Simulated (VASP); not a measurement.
Here is a VASP 6.6.1 calculation.

POSCAR

```
ZnS
1.0
    4.1112594871      0.0000000000      0.0000000000
   -2.0556297435      3.5604551574      0.0000000000
    0.0000000000      0.0000000000      6.2457351521
Zn S
2 2
Direct
    0.3333333333      0.6666666667      0.0053880710
    0.6666666667      0.3333333333      0.5053880710
    0.3333333333      0.6666666667      0.3796119290
    0.6666666667      0.3333333333      0.8796119290
```

The input INCAR.step1:

```
PREC = Accurate ; ENCUT = 520
ISMEAR = 0 ; SIGMA = 0.05
LREAL = False ; LASPH = True
NELM = 80 ; NBANDS = 26
GGA = PE ; ALGO = Normal
EDIFF = 1E-4 ; LWAVE = True
LCHARG = False
```

The input INCAR.step2:

```
PREC = Accurate ; ENCUT = 520
EDIFF = 1E-6 ; ISMEAR = 0
SIGMA = 0.05 ; LREAL = False
LASPH = True ; NELM = 80
ALGO = Normal ; ISIF = 2
LWAVE = False ; LCHARG = False
METAGGA = R2SCAN ; LMIXTAU = True
NBANDS = 26 ; ISTART = 1
```

Contents of KPOINTS:

```
regular mesh
0
Gamma
  6 6 4
```

Potentials or basis: VASP PAW PBE potentials, release 64 (Zn, S).

Launch:

```console
$ cat potpaw_PBE.64/Zn/POTCAR potpaw_PBE.64/S/POTCAR > POTCAR
$ cp INCAR.step1 INCAR
$ mpirun -np 1 vasp_std > vasp.out
$ cp INCAR.step2 INCAR
$ mpirun -np 1 vasp_std > vasp.out
```

(1) What does it give for the band gap on the k mesh?

(2) Predict the pressure.

(3) What does it give for the largest force?

Answers

(1) 2.08 eV.

(2) -8.0 GPa.

(3) 0.248 eV/Å.

Caveat: the cell differs from its parent crystal (strain +0.080 along x and y, +0.000 along z); the cell stands under tension; the PAW data sets were made with another functional, which shifts forces and pressure a little.
